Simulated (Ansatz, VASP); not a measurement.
One calculation of Ni, two programs

Contents of INCAR:

```
PREC = Accurate
ENCUT = 600
EDIFF = 1E-6
ISMEAR = -1
SIGMA = 0.05
LREAL = False
LASPH = True
NELM = 200
ALGO = Normal
ISIF = 2
LWAVE = False
LCHARG = False
ISPIN = 2
MAGMOM = 0.65 0.694 0.694
LORBIT = 11
LMAXMIX = 4
GGA = PE
NBANDS = 26
GGA_COMPAT = False
```

The input KPOINTS:

```
regular mesh
0
Gamma
  10 10 15
```

File POSCAR:

```
Ni
1.0
    3.9909528692      0.0000000000      0.0000000000
   -1.9954764346      3.4562665700      0.0000000000
    0.0000000000      0.0000000000      2.4185217463
Ni
3
Direct
    0.0000000000      0.0000000000      0.0000000000
    0.3333333333      0.6666666667      0.5000000000
    0.6666666667      0.3333333333      0.5000000000
```

Input for Ansatz:

```yaml
crystal:
  lattice:
    - [3.9909528692, 0.0, 0.0]
    - [-1.9954764346, 3.45626657, 0.0]
    - [0.0, 0.0, 2.4185217463]
  atoms:
    - { symbol: Ni, position: [0.0, 0.0, 0.0], spin: 0.65 }
    - { symbol: Ni, position: [0.3333333333, 0.6666666667, 0.5], spin: 0.694 }
    - { symbol: Ni, position: [0.6666666667, 0.3333333333, 0.5], spin: 0.694 }
hamiltonian:
  xc: pbe
  pseudopotentials:
    kind: paw
    azcp:
      Ni: "pseudopotentials/Ni.paw.azcp"
basis:
  ecutwfc: 420
  fft_grid_basis: typed
kpoints:
  mp_grid: { grid: [10, 10, 15], shift: [0, 0, 0] }
magnetization:
  spin_polarized: true
scf:
  occupations: { method: fermi_dirac, width: 0.05 }
  lower_state_search: "off"
output:
  stress: true
```

Alike in both runs: task single point; functional PBE; k mesh 10 × 10 × 15; occupations fermi-dirac, width 0.05 eV; collinear spin.

|  | VASP | Ansatz |
| --- | --- | --- |
| version | VASP 6.6.1 | Ansatz 0.2.0 |
| potentials or method | VASP PAW PBE potentials, release 64 (Ni), cutoff 600 eV | plane waves (420 eV) with PAW, scalar-relativistic |
| valence electrons in the cell | 30 | 54 |

Ansatz gave:

| Property | Result |
| --- | --- |
| pressure (GPa) | -0.1 |
| traceless stress, the component that is largest in VASP (GPa) | 0.11 |
| net moment per atom (μB) | 0.64 |
| size of the moment on the site where the two differ most (μB) | 0.69 |

**Question.** Estimate VASP's values.

**Answer.** Pressure (GPa): -0.2; traceless stress, the component that is largest in VASP (GPa): 0.04; net moment per atom (μB): 0.62; size of the moment on the site where the two differ most (μB): 0.65.

Site moments also hang on the region over which each program counts them. With one functional, cell and mesh, what is left measures potentials, basis and numerics. VASP's potentials hold 30 valence electrons a cell and Ansatz's 54, so a difference there can come from the potentials and not from the codes.
